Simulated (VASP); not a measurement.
# TiC (Fmmm) in VASP: single point with PBE

Aim: the single point of TiC with PBE.

Program: VASP 6.6.1. These are calculated values, not measurements. Logs are shortened: lines on timing, memory, paths and dates and some standing lists are left out, and cuts for length are marked.

### 1 The cell of the first run

Symmetry: Fmmm, No. 69, orthorhombic system. The conventional cell has a = 4.252 Å, b = 4.333 Å, c = 4.414 Å, α = 90.00°, β = 90.00°, γ = 90.00°. Within 2.8 Å of Ti (site symmetry mmm) lie 6 C at 2.13 to 2.21 Å. Within 2.8 Å of C (site symmetry mmm) lie 6 Ti at 2.13 to 2.21 Å.

### 2 Single point, PBE (strain +0.0187 x Voigt [1, -1, 0, 0, 0, 0])

Contents of INCAR:

```
SYSTEM = TiC
ALGO = Normal ; EDIFF = 1E-6
ENCUT = 520 ; GGA = PE
ISIF = 2 ; ISMEAR = 0
LASPH = .True. ; LCHARG = .True.
LELF = .True. ; LREAL = .False.
LVHAR = .True. ; LWAVE = .False.
NBANDS = 15 ; NELM = 60
PREC = Accurate ; SIGMA = 0.15
```

Contents of KPOINTS:

```
k-points
0
Gamma
  24 24 24
  0 0 0
```

Contents of POSCAR:

```
TiC
1.0
    0.0000000000      2.1259486936      2.1664615241
    2.2069743546      0.0000000000      2.1664615241
    2.2069743546      2.1259486936      0.0000000000
Ti C
1 1
Direct
    0.0000000000      0.0000000000      0.0000000000
    0.5000000000      0.5000000000      0.5000000000
```

Potentials or basis: VASP PAW PBE potentials, release 64 (Ti_sv, C).

Started as:

```sh
> cat potpaw_PBE.64/Ti_sv/POTCAR potpaw_PBE.64/C/POTCAR > POTCAR
> mpirun -np 1 vasp_std > vasp.out
```

OUTCAR:

```text
SYSTEM = TiC
   EDIFF = 1E-6
   ENCUT = 520
   GGA = PE
   ISIF = 2
   ISMEAR = 0
   LASPH = .True.
   LREAL = .False.
   NELM = 60
   PREC = Accurate

 ion  position               nearest neighbor table
   1  0.000  0.000  0.000-   2 2.13   2 2.13   2 2.17   2 2.17   2 2.21   2 2.21
   2  0.500  0.500  0.500-   1 2.13   1 2.13   1 2.17   1 2.17   1 2.21   1 2.21

  LATTYP: Found a face centered orthorhombic cell.
 ALAT       =     4.2518973872
 B/A-ratio  =     1.0190563538
 C/A-ratio  =     1.0381127076

  Lattice vectors:

 A1 = (  -2.2069743546,   0.0000000000,  -2.1664615241)
 A2 = (  -2.2069743546,   2.1259486936,   0.0000000000)
 A3 = (   0.0000000000,   2.1259486936,  -2.1664615241)

Analysis of symmetry for initial positions (statically):
=====================================================================
 Subroutine PRICEL returns:
 Original cell was already a primitive cell.

 Routine SETGRP: Setting up the symmetry group for a
 face centered orthorhombic supercell.

 Subroutine GETGRP returns: Found  8 space group operations
 (whereof  8 operations were pure point group operations)
 out of a pool of  8 trial point group operations.

The static configuration has the point symmetry D_2h.

Analysis of symmetry for dynamics (positions and initial velocities):
=====================================================================
 Subroutine PRICEL returns:
 Original cell was already a primitive cell.

 Routine SETGRP: Setting up the symmetry group for a
 face centered orthorhombic supercell.

 Subroutine GETGRP returns: Found  8 space group operations
 (whereof  8 operations were pure point group operations)
 out of a pool of  8 trial point group operations.

The dynamic configuration has the point symmetry D_2h.

 Subroutine INISYM returns: Found  8 space group operations
 (whereof  8 operations are pure point group operations),
 and found     1 'primitive' translations

----------------------------------------------------------------------------------------

                                     Primitive cell

  volume of cell :      20.3297

  direct lattice vectors                    reciprocal lattice vectors
     0.000000000  2.125948694  2.166461524    -0.226554513  0.235189119  0.230791082
     2.206974355  0.000000000  2.166461524     0.226554513 -0.235189119  0.230791082
     2.206974355  2.125948694  0.000000000     0.226554513  0.235189119 -0.230791082

  length of vectors
     3.035327558  3.092618848  3.064374920     0.399881723  0.399881723  0.399881723

  position of ions in fractional coordinates (direct lattice)
     0.000000000  0.000000000  0.000000000
     0.500000000  0.500000000  0.500000000

  ion indices of the primitive-cell ions
   primitive index   ion index
                 1           1
                 2           2

----------------------------------------------------------------------------------------

 KPOINTS: k-points

Automatic generation of k-mesh.
 Grid dimensions read from file:
 generate k-points for:   24   24   24

 Generating k-lattice:

  Cartesian coordinates                     Fractional coordinates (reciprocal lattice)
    -0.009439771  0.009799547  0.009616295     0.041666667 -0.000000000 -0.000000000
     0.009439771 -0.009799547  0.009616295     0.000000000  0.041666667  0.000000000
     0.009439771  0.009799547 -0.009616295     0.000000000  0.000000000  0.041666667

  Length of vectors
     0.016661738  0.016661738  0.016661738

  Shift w.r.t. Gamma in fractional coordinates (k-lattice)
     0.000000000  0.000000000  0.000000000

 Subroutine IBZKPT returns following result:
 ===========================================

 Found   1963 irreducible k-points:

 Following reciprocal coordinates:
            Coordinates               Weight
  0.000000  0.000000  0.000000      1.000000
  0.041667  0.000000  0.000000      8.000000
  0.083333  0.000000  0.000000      8.000000
  0.125000 -0.000000 -0.000000      8.000000
  0.166667 -0.000000  0.000000      8.000000
  0.208333  0.000000  0.000000      8.000000
[... 16 lines left out ...]
  0.416667  0.041667  0.000000      8.000000
  0.458333  0.041667  0.000000      8.000000
 [... further k-points ...]
   k-points           NKPTS =   1963   k-points in BZ     NKDIM =   1963   number of bands    NBANDS=     15
   number of dos      NEDOS =    301   number of ions     NIONS =      2
   total plane-waves  NPLWV =  13824
   dimension x,y,z NGX =    24 NGY =   24 NGZ =   24
   dimension x,y,z NGXF=    48 NGYF=   48 NGZF=   48
   ions per type =               1   1
   NGX,Y,Z   is equivalent  to a cutoff of  13.14, 12.90, 13.02 a.u.
   NGXF,Y,Z  is equivalent  to a cutoff of  26.29, 25.80, 26.04 a.u.
 SYSTEM =  TiC
   PREC   = accura    normal or accurate (medium, high low for compatibility)
   ISTART =      0    job   : 0-new  1-cont  2-samecut
   ICHARG =      2    charge: 1-file 2-atom 10-const
   ISPIN  =      1    spin polarized calculation?
   LNONCOLLINEAR =      F non collinear calculations
   LSORBIT =      F    spin-orbit coupling
   LASPH  =      T    aspherical Exc in radial PAW
   ENCUT  =  520.0 eV  38.22 Ry    6.18 a.u.   5.64  5.75  5.70*2*pi/ulx,y,z
   NELM   =     60;   NELMIN=  2; NELMDL= -5     # of ELM steps
   EDIFF  = 0.1E-05   stopping-criterion for ELM
   LREAL  =      F    real-space projection
   EDIFFG = 0.1E-04   stopping-criterion for IOM
   NSW    =      0    number of steps for IOM
   IBRION =     -1    ionic relax: 0-MD 1-quasi-New 2-CG
   NFREE  =      0    steps in history (QN), initial steepest desc. (CG)
   ISIF   =      2    stress and relaxation
   ISYM   =      2    0-nonsym 1-usesym 2-fastsym
   POTIM  = 0.5000    time-step for ionic-motion
   TEBEG  =    0.0;   TEEND  =   0.0 temperature during run
   PSTRESS=    0.0 pullay stress
   NELECT =      16.0000    total number of electrons
   NUPDOWN=      -1.0000    fix difference up-down
   EMIN   =  10.00;   EMAX   =-10.00  energy-range for DOS
   EFERMI =   0.00;   METHOD = LEGACY
   ISMEAR =     0;   SIGMA  =   0.15  broadening in eV -4-tet -1-fermi 0-gaus
   EFERMI_NEDOS =   21; number of points for ismear=-14 and -15
   IALGO  =     38    algorithm
   IMIX   =      4    mixing-type and parameters
     AMIX     =   0.40;   BMIX     =  1.00
     AMIX_MAG =   1.60;   BMIX_MAG =  1.00
  volume/ion in A,a.u.               =      10.16        68.60
  Fermi-wavevector in a.u.,A,eV,Ry     =   1.511487  2.856297 31.083783  2.284594
  Thomas-Fermi vector in A             =   2.621538
   LORBIT       =      0    0 simple, 1 ext, 2 COOP (PROOUT), +10 PAW based schemes
   GGA     = PE    functional components
   LHFCALC =     F    Hartree Fock is set to
   AEXX    =    0.0000 exact exchange contribution
   IVDW    =     0    specifies the selected vdW correction
   LEPSILON=     F    determine dielectric tensor
   LRPA    =     F    only Hartree local field effects (RPA)
 non-spin polarized calculation
 Gauss-broadening in eV      SIGMA  =   0.15
  energy-cutoff  :      520.00
  volume of cell :       20.33
 maximum number of plane-waves:       559
   NGX = 11   NGY = 11   NGZ = 11

 number of electron      15.9999999 magnetization

 Free energy of the ion-electron system (eV)
  ---------------------------------------------------
  ext. energy  EPLUGINS =         0.00000000
  ---------------------------------------------------
  free energy    TOTEN  =       -18.69355219 eV

  energy without entropy =      -18.69017824  energy(sigma->0) =      -18.69186522

 E-fermi :   9.4112     XC(G=0): -12.6922

 val. band max:        9.4109342145   @ k =   0.3333   0.2917   0.0417
 cond. band min:       9.4131534319   @ k =  -0.0833   0.0417   0.0000
 fundamental gap:      0.0022192174
 Fermi energy:         9.4111906549

 k-point     1 :       0.0000    0.0000    0.0000
  band No.  band energies     occupation
      1     -47.1820      2.00000
      2     -23.2353      2.00000
      3     -23.2047      2.00000
      4     -23.1815      2.00000
      5      -2.9897      2.00000
      6       9.9651      0.00000
      7      10.1032      0.00000
      8      10.2388      0.00000
      9      10.9837      0.00000
     10      11.0121      0.00000
     11      11.0795      0.00000
     12      11.1534      0.00000
     13      11.2252      0.00000
     14      19.9047      0.00000
     15      23.4458      0.00000

 k-point     2 :       0.0417    0.0000    0.0000
  band No.  band energies     occupation
      1     -47.1808      2.00000
      2     -23.2390      2.00000
      3     -23.2084      2.00000
      4     -23.1846      2.00000
      5      -2.9502      2.00000
      6       9.8327      0.00007
      7       9.9792      0.00000
      8      10.1397      0.00000
      9      10.4995      0.00000
     10      10.6101      0.00000
     11      11.2130      0.00000
     12      11.6583      0.00000
     13      11.8511      0.00000
     14      19.9778      0.00000
     15      23.4634      0.00000

 k-point     3 :       0.0833    0.0000    0.0000
  band No.  band energies     occupation
      1     -47.1772      2.00000
      2     -23.2541      2.00000
      3     -23.2181      2.00000
      4     -23.1902      2.00000
      5      -2.8330      2.00000
      6       9.3779      1.24606
      7       9.5693      0.13598
      8       9.7348      0.00228
      9      10.3749      0.00000
     10      10.4649      0.00000
     11      11.4389      0.00000
     12      12.3407      0.00000
     13      12.5593      0.00000
     14      20.1789      0.00000
     15      23.4946      0.00000
[... 343 lines left out ...]
 k-point    23 :       0.4167    0.0417    0.0000
  band No.  band energies     occupation
      1     -47.1153      2.00000
      2     -23.6567      2.00000
      3     -23.2814      2.00000
      4     -23.2276      2.00000
      5      -0.0865      2.00000
      6       4.3041      2.00000
      7       6.6335      2.00000
      8       6.7639      2.00000
      9      11.9539      0.00000
     10      12.1894      0.00000
     11      13.1719      0.00000
     12      16.7378      0.00000
     13      17.3549      0.00000
     14      18.4753      0.00000
     15      24.5541      0.00000

 k-point    24 :       0.4583    0.0417    0.0000
  band No.  band energies     occupation
      1     -47.1109      2.00000
      2     -23.6851      2.00000
      3     -23.2848      2.00000
      4     -23.2300      2.00000
      5       0.2667      2.00000
      6       3.8633      2.00000
      7       6.5271      2.00000
      8       6.6208      2.00000
      9      12.1355      0.00000
     10      12.3172      0.00000
     11      13.3763      0.00000
     12      17.0268      0.00000
     13      17.5292      0.00000
     14      18.1038      0.00000
     15      24.1964      0.00000

 [... further k-points ...]
[... 5 lines left out ...]
  --------------------------------------------------------------------------------------
  -------------------------------------------------------------------------------------
  Total       -0.8043809      1.0671497      0.0370152      0.0000000      0.0000000      0.0000000
  in kB      -63.3929996     84.1017254      2.9171564      0.0000000      0.0000000      0.0000000
  external PRESSURE =       7.8752941 kB  Pullay stress =       0.0000000 kB

 VOLUME and BASIS-vectors are now :
 -----------------------------------------------------------------------------
  energy-cutoff  :      520.00
  volume of cell :       20.33
      direct lattice vectors                 reciprocal lattice vectors
     0.000000000  2.125948694  2.166461524    -0.226554513  0.235189119  0.230791082
     2.206974355  0.000000000  2.166461524     0.226554513 -0.235189119  0.230791082
     2.206974355  2.125948694  0.000000000     0.226554513  0.235189119 -0.230791082

 POSITION                                       TOTAL-FORCE (eV/Angst)
 -----------------------------------------------------------------------------------
      0.00000      0.00000      0.00000         0.000000      0.000000      0.000000
      2.20697      2.12595      2.16646        -0.000000     -0.000000     -0.000000
 -----------------------------------------------------------------------------------
    total drift:                                0.000000     -0.000000     -0.000000

  FREE ENERGIE OF THE ION-ELECTRON SYSTEM (eV)
  ---------------------------------------------------
  free  energy   TOTEN  =       -18.6935521923 eV

  energy  without entropy=      -18.6901782437  energy(sigma->0) =      -18.69186522
```

Wall time 3.2 min (1 thread of Intel Xeon 6975P-C (Granite Rapids), shared host); peak memory 0.66 GiB.

Results:

| Item | Value |
| --- | --- |
| Free energy | -18.6936 eV |
| Pressure | 0.8 GPa |
| Band gap on the k mesh | zero (bands 8 and 9 overlap by 1.42 eV) |

Stress tensor (GPa, compression positive):
```
-6.34  0.00  0.00
 0.00  8.41  0.00
 0.00  0.00  0.29
```

Caveat: the cell differs from its parent crystal (strain +0.0187 x Voigt [1, -1, 0, 0, 0, 0]).
